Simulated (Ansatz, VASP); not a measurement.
# Pd in VASP and in Ansatz

```
CELL_PARAMETERS angstrom
0.00000 1.95585 1.95585
1.95585 0.00000 1.95585
1.95585 1.95585 0.00000
ATOMIC_POSITIONS crystal
Pd 0.00000 0.00000 0.00000
```

Alike in both runs: task single point; functional r2SCAN; k mesh 14 × 14 × 14; occupations methfessel-paxton of order 1, width 0.03 eV; no spin polarisation.

|  | VASP | Ansatz |
| --- | --- | --- |
| version | VASP 6.6.1 | Ansatz 0.2.0 |
| potentials or method | VASP PAW PBE potentials, release 64 (Pd), cutoff 520 eV | plane waves (500 eV) with PAW, scalar-relativistic |
| valence electrons in the cell | 10 | 18 |

VASP gave:

* pressure (GPa): 0.4

Q: Estimate Ansatz's values.

A: Pressure (GPa): -0.3.

VASP's potentials were made for PBE, not for r2SCAN. VASP's potentials hold 10 valence electrons a cell and Ansatz's 18, so a difference there can come from the potentials and not from the codes.
